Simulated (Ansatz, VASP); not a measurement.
## Al in VASP and in Ansatz

```
Al
1.0
    -1.41633    1.44799    2.01470
     1.41633   -1.44799    2.01470
     1.41633    1.44799   -2.01470
Al
1
Cartesian
  0.0000 0.0000 2.0147
```

Change from the starting cell: the structure that the rattled cell fell into.

Alike in both runs: functional PBE; k mesh 8 × 8 × 8; occupations gaussian, width 0.1 eV; no spin polarisation.

Ansatz relaxed the structure, and its values are those at the end. VASP's run is a single point on that final structure, the one shown.

|  | VASP | Ansatz |
| --- | --- | --- |
| version | VASP 6.6.1 | Ansatz 0.2.0 |
| potentials or method | VASP PAW PBE potentials, release 64 (Al), cutoff 520 eV | scalar-relativistic, plane waves, PAW |
| valence electrons in the cell | 3 | 3 |

```csv
,VASP,Ansatz,Ansatz less VASP
gap on the k mesh at the Fermi level (eV),none,none,-
pressure (GPa),0.0,0.0,+0.04
```

A gap of «none» marks a metal or a gap that the smearing closes.

The k mesh is coarse, so the values compare programs but aren't converged.
